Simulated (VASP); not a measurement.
A run of VASP 6.6.1:

File POSCAR:

```
Ge
1.0
    0.0000000000      2.7906767997      2.7906767997
    2.7906767997      0.0000000000      2.7906767997
    2.7906767997      2.7906767997      0.0000000000
Ge
2
Direct
    0.7500000000      0.7500000000      0.7500000000
    0.5000000000      0.5000000000      0.5000000000
```

INCAR.step1

```
ALGO = Normal
EDIFF = 1E-4
ENCUT = 520
GGA = PE
ISMEAR = -1
LASPH = True
LCHARG = False
LREAL = False
LWAVE = True
NBANDS = 21
NELM = 60
PREC = Accurate
SIGMA = 0.05
```

File INCAR.step2:

```
ALGO = Normal
EDIFF = 1E-7
ENCUT = 520
ISIF = 2
ISMEAR = -1
ISTART = 1
LASPH = True
LCHARG = False
LMIXTAU = True
LREAL = False
LWAVE = False
METAGGA = R2SCAN
NBANDS = 21
NELM = 60
PREC = Accurate
SIGMA = 0.05
```

File KPOINTS:

```
k-points
0
Gamma
  8 8 8
```

Potentials or basis: VASP PAW PBE potentials, release 64 (Ge_d).

Command:

```sh
$ cat potpaw_PBE.64/Ge_d/POTCAR > POTCAR
$ cp INCAR.step1 INCAR
$ mpirun -np 1 vasp_std > vasp.out
$ cp INCAR.step2 INCAR
$ mpirun -np 1 vasp_std > vasp.out
```

Hardware: 1 thread of Intel(R) Xeon(R) Platinum 8488C (Sapphire Rapids), on a shared host.

Question: How long does it take, and how much memory?

Answer: It took 2.7 min on 1 thread of Intel(R) Xeon(R) Platinum 8488C (Sapphire Rapids), with other jobs on the host, peak memory 0.17 GiB. Counts: k points 29.
